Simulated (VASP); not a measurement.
# HfH3 (Pm-3m) in VASP: settings compared, part 2 of 2

VASP 6.6.1. Earlier steps stand in the parts before.

## 4. Single point, PBEsol+D3(BJ)

This run uses another cell than the first one, of 6.94 Å³/atom, 0.995 times its volume.

The input, INCAR:

```
SYSTEM = HfH3
  PREC = Accurate
  ENCUT = 520
  EDIFF = 1E-7
  ISMEAR = 1
  SIGMA = 0.1
  LREAL = .FALSE.
  LASPH = .TRUE.
  NELM = 100
  ALGO = Normal
  ISIF = 2
  LWAVE = .FALSE.
  LCHARG = .TRUE.
  GGA = PS
  IVDW = 12
  LELF = .TRUE.
  LVHAR = .TRUE.
  NBANDS = 14
```

The input, KPOINTS:

```
regular mesh
0
G
  7 7 7
  0 0 0
```

The input, POSCAR:

```
HfH3
1.0
    3.0273387360      0.0000000000      0.0000000000
    0.0000000000      3.0273387360      0.0000000000
    0.0000000000      0.0000000000      3.0273387360
Hf H
1 3
Direct
    0.0000000000      0.0000000000      0.0000000000
    0.0000000000      0.5000000000      0.5000000000
    0.5000000000      0.0000000000      0.5000000000
    0.5000000000      0.5000000000      0.0000000000
```

Potentials or basis: VASP PAW PBE potentials, release 64 (Hf_pv, H).

Started as:

```console
> cat potpaw_PBE.64/Hf_pv/POTCAR potpaw_PBE.64/H/POTCAR > POTCAR
> mpirun -np 1 vasp_std > vasp.out
```

OUTCAR:

```text
SYSTEM = HfH3
   PREC = Accurate
   ENCUT = 520
   EDIFF = 1E-7
   ISMEAR = 1
   LREAL = .FALSE.
   LASPH = .TRUE.
   NELM = 100
   ISIF = 2
   GGA = PS
   IVDW = 12
 IVDW          = 12

 ion  position               nearest neighbor table
   1  0.000  0.000  0.000-   2 2.14   3 2.14   4 2.14   2 2.14   3 2.14   2 2.14   4 2.14   2 2.14
                             3 2.14   4 2.14   3 2.14   4 2.14
   2  0.000  0.500  0.500-   1 2.14   1 2.14   1 2.14   1 2.14
   3  0.500  0.000  0.500-   1 2.14   1 2.14   1 2.14   1 2.14
   4  0.500  0.500  0.000-   1 2.14   1 2.14   1 2.14   1 2.14

  LATTYP: Found a simple cubic cell.
 ALAT       =     3.0273387360

  Lattice vectors:

 A1 = (   3.0273387360,   0.0000000000,   0.0000000000)
 A2 = (   0.0000000000,   3.0273387360,   0.0000000000)
 A3 = (   0.0000000000,   0.0000000000,   3.0273387360)

Analysis of symmetry for initial positions (statically):
=====================================================================
 Subroutine PRICEL returns:
 Original cell was already a primitive cell.

 Routine SETGRP: Setting up the symmetry group for a
 simple cubic supercell.

 Subroutine GETGRP returns: Found 48 space group operations
 (whereof 48 operations were pure point group operations)
 out of a pool of 48 trial point group operations.

The static configuration has the point symmetry O_h .

Analysis of symmetry for dynamics (positions and initial velocities):
=====================================================================
 Subroutine PRICEL returns:
 Original cell was already a primitive cell.

 Routine SETGRP: Setting up the symmetry group for a
 simple cubic supercell.

 Subroutine GETGRP returns: Found 48 space group operations
 (whereof 48 operations were pure point group operations)
 out of a pool of 48 trial point group operations.

The dynamic configuration has the point symmetry O_h .

 Subroutine INISYM returns: Found 48 space group operations
 (whereof 48 operations are pure point group operations),
 and found     1 'primitive' translations

----------------------------------------------------------------------------------------

                                     Primitive cell

  volume of cell :      27.7449

  direct lattice vectors                    reciprocal lattice vectors
     3.027338736  0.000000000  0.000000000     0.330323128  0.000000000  0.000000000
     0.000000000  3.027338736  0.000000000     0.000000000  0.330323128  0.000000000
     0.000000000  0.000000000  3.027338736     0.000000000  0.000000000  0.330323128

  length of vectors
     3.027338736  3.027338736  3.027338736     0.330323128  0.330323128  0.330323128

  position of ions in fractional coordinates (direct lattice)
     0.000000000  0.000000000  0.000000000
     0.000000000  0.500000000  0.500000000
     0.500000000  0.000000000  0.500000000
     0.500000000  0.500000000  0.000000000

  ion indices of the primitive-cell ions
   primitive index   ion index
                 1           1
                 2           2
                 3           3
                 4           4

----------------------------------------------------------------------------------------

 KPOINTS: regular mesh

Automatic generation of k-mesh.
 Grid dimensions read from file:
 generate k-points for:    7    7    7

 Generating k-lattice:
[... 43 lines left out ...]
   dimension x,y,z NGXF=    48 NGYF=   48 NGZF=   48
   ions per type =               1   3
   NGX,Y,Z   is equivalent  to a cutoff of  13.18, 13.18, 13.18 a.u.
   NGXF,Y,Z  is equivalent  to a cutoff of  26.36, 26.36, 26.36 a.u.
 SYSTEM =  HfH3
   PREC   = accura    normal or accurate (medium, high low for compatibility)
   ISTART =      0    job   : 0-new  1-cont  2-samecut
   ICHARG =      2    charge: 1-file 2-atom 10-const
   ISPIN  =      1    spin polarized calculation?
   LNONCOLLINEAR =      F non collinear calculations
   LSORBIT =      F    spin-orbit coupling
   LASPH  =      T    aspherical Exc in radial PAW
   ENCUT  =  520.0 eV  38.22 Ry    6.18 a.u.   5.63  5.63  5.63*2*pi/ulx,y,z
   NELM   =    100;   NELMIN=  2; NELMDL= -5     # of ELM steps
   EDIFF  = 0.1E-06   stopping-criterion for ELM
   LREAL  =      F    real-space projection
   EDIFFG = 0.1E-05   stopping-criterion for IOM
   NSW    =      0    number of steps for IOM
   IBRION =     -1    ionic relax: 0-MD 1-quasi-New 2-CG
   NFREE  =      0    steps in history (QN), initial steepest desc. (CG)
   ISIF   =      2    stress and relaxation
   ISYM   =      2    0-nonsym 1-usesym 2-fastsym
   POTIM  = 0.5000    time-step for ionic-motion
   TEBEG  =    0.0;   TEEND  =   0.0 temperature during run
   PSTRESS=    0.0 pullay stress
   NELECT =      13.0000    total number of electrons
   NUPDOWN=      -1.0000    fix difference up-down
   EMIN   =  10.00;   EMAX   =-10.00  energy-range for DOS
   EFERMI =   0.00;   METHOD = LEGACY
   ISMEAR =     1;   SIGMA  =   0.10  broadening in eV -4-tet -1-fermi 0-gaus
   EFERMI_NEDOS =   21; number of points for ismear=-14 and -15
   IALGO  =     38    algorithm
   IMIX   =      4    mixing-type and parameters
     AMIX     =   0.40;   BMIX     =  1.00
     AMIX_MAG =   1.60;   BMIX_MAG =  1.00
  volume/ion in A,a.u.               =       6.94        46.81
  Fermi-wavevector in a.u.,A,eV,Ry     =   1.271535  2.402852 21.997911  1.616801
  Thomas-Fermi vector in A             =   2.404463
   LORBIT       =      0    0 simple, 1 ext, 2 COOP (PROOUT), +10 PAW based schemes
   GGA     = PS    functional components
   LHFCALC =     F    Hartree Fock is set to
   AEXX    =    0.0000 exact exchange contribution
   IVDW    =    12    specifies the selected vdW correction
   LEPSILON=     F    determine dielectric tensor
   LRPA    =     F    only Hartree local field effects (RPA)
 non-spin polarized calculation
 Methfessel and Paxton  Order N= 1 SIGMA  =   0.10
  energy-cutoff  :      520.00
  volume of cell :       27.74
 maximum number of plane-waves:       756
 NGX is ok and might be reduce to    24
   NGX = 11   NGY = 11   NGZ = 11

 number of electron      13.0000003 magnetization

 Free energy of the ion-electron system (eV)
  ---------------------------------------------------
  ext. energy  EPLUGINS =         0.00000000
  ---------------------------------------------------
  free energy    TOTEN  =       -21.64885708 eV

  energy without entropy =      -21.64809078  energy(sigma->0) =      -21.64860165

 E-fermi :   5.4156     XC(G=0): -11.7263

 val. band max:        5.2049139682   @ k =   0.2857   0.2857   0.0000
 cond. band min:       5.4632999699   @ k =   0.2857   0.2857   0.1429
 fundamental gap:      0.2583860017
 Fermi energy:         5.4156464657

 k-point     1 :       0.0000    0.0000    0.0000
  band No.  band energies     occupation
      1     -25.4263      2.00000
      2     -25.4263      2.00000
      3     -25.4263      2.00000
      4      -6.6640      2.00000
      5       0.5958      2.00000
      6       0.5958      2.00000
      7      10.0361      0.00000
      8      10.0361      0.00000
      9      10.0361      0.00000
     10      11.9832      0.00000
     11      11.9832      0.00000
     12      13.6044      0.00000
     13      13.6044      0.00000
     14      13.6044      0.00000
[... 309 lines left out ...]
      1     -25.9360      2.00000
      2     -25.9274      2.00000
      3     -25.9274      2.00000
      4      -1.4471      2.00000
      5      -1.0667      2.00000
      6      -1.0667      2.00000
      7       9.0466      0.00000
      8       9.6541      0.00000
      9       9.6755      0.00000
     10       9.6755      0.00000
     11      13.7860      0.00000
     12      13.7860      0.00000
     13      15.7477      0.00000
     14      15.7477      0.00000

------------------------ aborting loop because EDIFF is reached ----------------------------------------

 Edisp (eV)   -0.74585

 E8    (eV) :    -0.4927

  FORCE on cell =-STRESS in cart. coord.  units (eV):
  Direction    XX          YY          ZZ          XY          YZ          ZX
  --------------------------------------------------------------------------------------
  -------------------------------------------------------------------------------------
  Total      -0.12920    -0.12920    -0.12920    -0.00000     0.00000    -0.00000
  in kB      -7.46102    -7.46102    -7.46102    -0.00000     0.00000    -0.00000
  external pressure =       -7.46 kB  Pullay stress =        0.00 kB

 VOLUME and BASIS-vectors are now :
 -----------------------------------------------------------------------------
  energy-cutoff  :      520.00
  volume of cell :       27.74
      direct lattice vectors                 reciprocal lattice vectors
     3.027338736  0.000000000  0.000000000     0.330323128  0.000000000  0.000000000
     0.000000000  3.027338736  0.000000000     0.000000000  0.330323128  0.000000000
     0.000000000  0.000000000  3.027338736     0.000000000  0.000000000  0.330323128

 POSITION                                       TOTAL-FORCE (eV/Angst)
 -----------------------------------------------------------------------------------
      0.00000      0.00000      0.00000         0.000000      0.000000      0.000000
      0.00000      1.51367      1.51367         0.000000      0.000000      0.000000
      1.51367      0.00000      1.51367         0.000000      0.000000      0.000000
      1.51367      1.51367      0.00000         0.000000      0.000000      0.000000
 -----------------------------------------------------------------------------------
    total drift:                                0.000000      0.000000     -0.000000

  FREE ENERGIE OF THE ION-ELECTRON SYSTEM (eV)
  ---------------------------------------------------
  free  energy   TOTEN  =       -22.3947075408 eV

  energy  without entropy=      -22.3939412404  energy(sigma->0) =      -22.39445211
```

OSZICAR:

```text
N       E                     dE             d eps       ncg     rms          rms(c)
DAV:   1     0.159681541599E+02    0.15968E+02   -0.64214E+03   560   0.829E+02
DAV:   2    -0.217966317541E+02   -0.37765E+02   -0.35798E+02   704   0.183E+02
DAV:   3    -0.227538214728E+02   -0.95719E+00   -0.95477E+00   698   0.208E+01
DAV:   4    -0.227575666590E+02   -0.37452E-02   -0.37450E-02   676   0.157E+00
DAV:   5    -0.227575866448E+02   -0.19986E-04   -0.19985E-04   688   0.102E-01    0.490E+01
DAV:   6    -0.217948964412E+02    0.96269E+00   -0.67435E-01   626   0.628E+00    0.327E+01
DAV:   7    -0.217223852283E+02    0.72511E-01   -0.79581E-01   644   0.663E+00    0.511E+00
DAV:   8    -0.216518633335E+02    0.70522E-01   -0.22807E-01   602   0.362E+00    0.102E+00
DAV:   9    -0.216487736463E+02    0.30897E-02   -0.14568E-02   668   0.971E-01    0.388E-01
DAV:  10    -0.216488485135E+02   -0.74867E-04   -0.10506E-03   692   0.197E-01    0.138E-01
DAV:  11    -0.216488571836E+02   -0.86701E-05   -0.17345E-05   668   0.347E-02    0.175E-02
DAV:  12    -0.216488573410E+02   -0.15745E-06   -0.22152E-06   680   0.108E-02    0.463E-02
DAV:  13    -0.216488570454E+02    0.29561E-06   -0.98164E-07   656   0.792E-03    0.127E-02
DAV:  14    -0.216488570824E+02   -0.37012E-07   -0.78027E-08   430   0.224E-03
   1 F= -.22394708E+02 E0= -.22394452E+02  d E =-.766300E-03
```

It took 9.9 s on 1 thread of Intel Xeon 8259CL, shared host; peak memory 0.15 GiB.

What came out:

- Free energy: -22.3947 eV
- Pressure: -0.7 GPa
- Dispersion energy per atom: -0.186 eV

Caveat: the PAW data sets were made with another functional, which shifts forces and pressure a little; spin-orbit coupling is left out, which moves the levels of the heavy elements; pairwise dispersion overbinds metals, which lowers pressure and volume.

## 5. Relaxation of cell and atoms, LDA

This run uses another cell than the first one, of 7.34 Å³/atom, 1.052 times its volume.

The input, INCAR:

```
SYSTEM = HfH3
  PREC = Accurate
  ENCUT = 600
  EDIFF = 1E-7
  ISMEAR = 1
  SIGMA = 0.1
  LREAL = .False.
  LASPH = .True.
  NELM = 80
  ALGO = Normal
  ISIF = 3
  LWAVE = .False.
  LCHARG = .False.
  IBRION = 2
  NSW = 80
  EDIFFG = -0.01
```

The input, KPOINTS:

```
Automatic mesh
0
Gamma
  7 7 7
  0 0 0
```

The input, POSCAR:

```
HfH3
1.0
    3.0845540000      0.0000000000      0.0000000000
    0.0000000000      3.0845540000      0.0000000000
    0.0000000000      0.0000000000      3.0845540000
Hf H
1 3
Direct
    0.0000000000      0.0000000000      0.0000000000
    0.0000000000      0.5000000000      0.5000000000
    0.5000000000      0.0000000000      0.5000000000
    0.5000000000      0.5000000000      0.0000000000
```

Potentials or basis: VASP PAW LDA potentials, release 64 (Hf_pv, H).

Started as:

```console
> cat potpaw_LDA.64/Hf_pv/POTCAR potpaw_LDA.64/H/POTCAR > POTCAR
> mpirun -np 1 vasp_std > vasp.out
```

It took 35 s on 1 thread of Intel Xeon 8259CL, shared host; peak memory 0.15 GiB.

The run converged. Its results:

```yaml
Free_energy: -22.6008 eV
Relaxed_volume: 6.97 Å³/atom
Relaxed_cell: a = 3.032 Å, b = 3.032 Å, c = 3.032 Å, α = 90.00°, β = 90.00°, γ = 90.00°
Space_group_after_relaxing_to_0.05_Å: Pm-3m (No. 221)
Energy_gained_by_relaxing: 8.8 meV/atom
Ionic_steps: 3
Pressure_after_relaxing: 0.0 GPa
```

Step by step:
```
step  energy change (eV)  largest force (eV/Å)  pressure (GPa)  volume (Å³)
   1              0.0000                0.0000           -7.39        29.35
   2             -0.0353                0.0000           -0.35        27.93
   3             -0.0354                0.0000           -0.01        27.87
```

Final structure:
```yaml
crystal:
  lattice:
    - [3.03199, 0.00000, 0.00000]
    - [0.00000, 3.03199, 0.00000]
    - [0.00000, 0.00000, 3.03199]
  atoms:
    - { symbol: Hf, position: [0.00000, 0.00000, 0.00000] }
    - { symbol: H, position: [0.00000, 0.50000, 0.50000] }
    - { symbol: H, position: [0.50000, 0.00000, 0.50000] }
    - { symbol: H, position: [0.50000, 0.50000, 0.00000] }
```

Levels at points of the mesh, in eV from the Fermi level:
| k point | band 4 | band 5 | band 6 | band 7 | band 8 | band 9 |
| --- | --- | --- | --- | --- | --- | --- |
| (0.00, 0.00, 0.00) | -11.95 | -4.76 | -4.76 | 4.53 | 4.53 | 4.53 |

Caveat: spin-orbit coupling is left out, which moves the levels of the heavy elements.

## 6. Relaxation of cell and atoms, BLYP+D3(BJ)

This run uses another cell than the first one, of 7.34 Å³/atom, 1.052 times its volume.

The input, INCAR:

```
PREC     = Accurate       # precision mode
ENCUT    = 600            # plane-wave cutoff, eV
EDIFF    = 1E-6           # SCF threshold, eV
ISMEAR   = 1              # smearing method
SIGMA    = 0.1            # smearing width, eV
LREAL    = F              # projectors in reciprocal space
LASPH    = T              # aspherical terms in the spheres
NELM     = 80             # most SCF steps
ALGO     = Normal         # electronic algorithm
ISIF     = 3              # what is computed and relaxed
LWAVE    = F              # write WAVECAR
LCHARG   = F              # write CHGCAR
GGA      = B5             # functional
ALDAX    = 1.0          
AGGAX    = 1.0          
AGGAC    = 1.0          
ALDAC    = 0.0          
IVDW     = 12             # dispersion correction
VDW_S6   = 1.0          
VDW_S8   = 2.6996       
VDW_A1   = 0.4298       
VDW_A2   = 4.2359       
IBRION   = 2              # ionic algorithm
NSW      = 80             # ionic steps
EDIFFG   = -0.01          # ionic threshold
```

The input, KPOINTS:

```
Automatic mesh
0
Gamma
  7 7 7
```

POSCAR is that of step 5.

Potentials or basis: VASP PAW PBE potentials, release 64 (Hf_pv, H).

Started as:

```console
> cat potpaw_PBE.64/Hf_pv/POTCAR potpaw_PBE.64/H/POTCAR > POTCAR
> mpirun -np 1 vasp_std > vasp.out
```

Wall time 77 s (1 thread of Intel Xeon 8259CL, shared host); peak memory 0.17 GiB.

It converged, with:

* Free energy: -21.2059 eV
* Relaxed volume: 7.08 Å³/atom
* Relaxed cell: a = 3.048 Å, b = 3.048 Å, c = 3.048 Å, α = 90.00°, β = 90.00°, γ = 90.00°
* Space group after relaxing (to 0.05 Å): Pm-3m (No. 221)
* Energy gained by relaxing: 4.2 meV/atom
* Ionic steps: 3
* Pressure after relaxing: 0.0 GPa
* Dispersion energy per atom: -0.447 eV

Step by step:
| step | energy change (eV) | largest force (eV/Å) | pressure (GPa) | volume (Å³) |
| --- | --- | --- | --- | --- |
| 1 | 0.0000 | 0.0000 | -5.02 | 29.35 |
| 2 | -0.0168 | 0.0000 | -0.38 | 28.38 |
| 3 | -0.0169 | 0.0000 | -0.02 | 28.31 |

Final structure:
```xyz
4
Lattice="3.0478 0.0000 0.0000 0.0000 3.0478 0.0000 0.0000 0.0000 3.0478" Properties=species:S:1:pos:R:3 pbc="T T T"
Hf    0.0000    0.0000    0.0000
H     0.0000    1.5239    1.5239
H     1.5239    0.0000    1.5239
H     1.5239    1.5239    0.0000
```

Levels at points of the mesh, in eV from the Fermi level:
```csv
k point,band 4,band 5,band 6,band 7,band 8,band 9
"(0.00, 0.00, 0.00)",-11.81,-4.89,-4.89,4.42,4.42,4.42
```

Caveat: the PAW data sets were made with another functional, which shifts forces and pressure a little; spin-orbit coupling is left out, which moves the levels of the heavy elements; pairwise dispersion overbinds metals, which lowers pressure and volume.

## 7. Relaxation of cell and atoms, PBEsol+D3(BJ)

This run uses another cell than the first one, of 7.34 Å³/atom, 1.052 times its volume.

The input, INCAR:

```
SYSTEM = HfH3
PREC = Accurate
ENCUT = 600
EDIFF = 1E-6
ISMEAR = 1
SIGMA = 0.1
LREAL = .FALSE.
LASPH = .TRUE.
NELM = 60
ALGO = Normal
ISIF = 3
LWAVE = .FALSE.
LCHARG = .FALSE.
GGA = PS
IVDW = 12
IBRION = 2
NSW = 80
EDIFFG = -0.01
```

The input, KPOINTS:

```
regular mesh
0
G
  7 7 7
  0 0 0
```

POSCAR is that of step 6.

Started as:

```console
> cat potpaw_PBE.64/Hf_pv/POTCAR potpaw_PBE.64/H/POTCAR > POTCAR
> mpirun -np 1 vasp_std > vasp.out
```

Wall time 38 s (1 thread of Intel Xeon 8259CL, shared host); peak memory 0.18 GiB.

The run converged. Its results:

- Free energy: -22.3965 eV
- Relaxed volume: 6.91 Å³/atom
- Relaxed cell: a = 3.024 Å, b = 3.024 Å, c = 3.024 Å, α = 90.00°, β = 90.00°, γ = 90.00°
- Space group after relaxing (to 0.05 Å): Pm-3m (No. 221)
- Energy gained by relaxing: 11.9 meV/atom
- Ionic steps: 3
- Pressure after relaxing: 0.0 GPa
- Dispersion energy per atom: -0.187 eV

Step by step:
```tsv
step	energy change (eV)	largest force (eV/Å)	pressure (GPa)	volume (Å³)
1	0.0000	0.0000	-8.39	29.35
2	-0.0473	0.0000	-0.62	27.75
3	-0.0475	0.0000	-0.03	27.64
```

Final structure:
```yaml
crystal:
  lattice:
    - [3.02355, 0.00000, 0.00000]
    - [0.00000, 3.02355, 0.00000]
    - [0.00000, 0.00000, 3.02355]
  atoms:
    - { symbol: Hf, position: [0.00000, 0.00000, 0.00000] }
    - { symbol: H, position: [0.00000, 0.50000, 0.50000] }
    - { symbol: H, position: [0.50000, 0.00000, 0.50000] }
    - { symbol: H, position: [0.50000, 0.50000, 0.00000] }
```

Levels at points of the mesh, in eV from the Fermi level:
| k point | band 3 | band 4 | band 5 | band 6 | band 7 | band 8 | band 9 | band 10 |
| --- | --- | --- | --- | --- | --- | --- | --- | --- |
| (0.00, 0.00, 0.00) | -30.83 | -12.11 | -4.84 | -4.84 | 4.64 | 4.64 | 4.64 | 6.59 |

Caveat: the PAW data sets were made with another functional, which shifts forces and pressure a little; spin-orbit coupling is left out, which moves the levels of the heavy elements; pairwise dispersion overbinds metals, which lowers pressure and volume.

## 8. The runs side by side

```tsv
task	level	potentials or basis	cell	cutoff (eV)	gap on the mesh (eV)	pressure (GPa)	relaxed volume (Å³/atom)
single point	LDA	VASP PAW LDA potentials, release 64 (Hf_pv, H)	a = 3.033 Å, 4 atoms	520	none	-0.3	-
single point	BLYP+D3(BJ)	VASP PAW PBE potentials, release 64 (Hf_pv, H)	a = 3.050 Å, 4 atoms	520	none	-0.5	-
single point	PBEsol+D3(BJ)	VASP PAW PBE potentials, release 64 (Hf_pv, H)	a = 3.027 Å, 4 atoms	520	none	-0.7	-
relaxation of cell and atoms	LDA	VASP PAW LDA potentials, release 64 (Hf_pv, H)	relaxed from a = 3.085 Å, 4 atoms	600	none	0.0	6.97
relaxation of cell and atoms	BLYP+D3(BJ)	VASP PAW PBE potentials, release 64 (Hf_pv, H)	relaxed from a = 3.085 Å, 4 atoms	600	none	0.0	7.08
relaxation of cell and atoms	PBEsol+D3(BJ)	VASP PAW PBE potentials, release 64 (Hf_pv, H)	relaxed from a = 3.085 Å, 4 atoms	600	none	0.0	6.91
```

Alike in all rows: no spin polarisation; k mesh 7 × 7 × 7; smearing methfessel-paxton 0.1 eV.

Caveats: spin-orbit coupling is left out, which moves the levels of the heavy elements; the PAW data sets were made with another functional, which shifts forces and pressure a little (some runs); pairwise dispersion overbinds metals, which lowers pressure and volume (some runs).

Absolute energies hang on the potentials; compare differences alone.
